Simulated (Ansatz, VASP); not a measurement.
# One calculation of Sb, two programs

The input INCAR:

```
  PREC = Accurate
  ENCUT = 520
  EDIFF = 1E-7
  ISMEAR = 0
  SIGMA = 0.15
  LREAL = False
  LASPH = True
  NELM = 60
  ALGO = Normal
  ISIF = 2
  LWAVE = False
  LCHARG = False
  GGA = PS
  NBANDS = 8
```

The input KPOINTS:

```
regular mesh
0
Gamma
  16 16 16
```

File POSCAR:

```
Sb
1.0
    3.1600000000      0.0000000000      0.0000000000
    0.0000000000      3.1600000000      0.0000000000
    0.0000000000      0.0000000000      3.2864000000
Sb
1
Direct
    0.0000000000      0.0000000000      0.0000000000
```

Input for Ansatz:

```yaml
crystal:
  lattice:
    - [3.16, 0.0, 0.0]
    - [0.0, 3.16, 0.0]
    - [0.0, 0.0, 3.2864]
  atoms:
    - { symbol: Sb, position: [0.0, 0.0, 0.0] }
basis:
  ecutwfc: 420
kpoints:
  mp_grid: { grid: [16, 16, 16] }
hamiltonian:
  xc: pbesol
scf:
  occupations: { method: gaussian, width: 0.15 }
output:
  forces: true
  stress: true
  eigenvalues: true
```

Change from the starting cell: strain +0.000 along x and y, +0.040 along z, atoms carried along.

Alike in both runs: task single point; functional PBEsol; k mesh 16 × 16 × 16; occupations gaussian, width 0.15 eV; no spin polarisation.

|  | VASP | Ansatz |
| --- | --- | --- |
| version | VASP 6.6.1 | Ansatz 0.2.0 |
| potentials or method | VASP PAW PBE potentials, release 64 (Sb), cutoff 520 eV | scalar-relativistic, plane waves, PAW |
| valence electrons in the cell | 5 | 15 |

Ansatz gave:

```
gap on the k mesh at the Fermi level (eV)                     : none
pressure (GPa)                                                : -6.1
traceless stress, the component that is largest in VASP (GPa) : -1.75
```

Question: Which values does VASP return?

Answer: gap on the k mesh at the Fermi level (eV): none; pressure (GPa): -6.1; traceless stress, the component that is largest in VASP (GPa): -1.77.

VASP's potentials were made for PBE, not for PBEsol. A gap of «none» marks a metal or a gap that the smearing closes. The functional is the same, so the differences come from potentials, cutoffs and numerics. VASP's potentials hold 5 valence electrons a cell and Ansatz's 15, so a difference there can come from the potentials and not from the codes.

Spin-orbit coupling is off throughout.
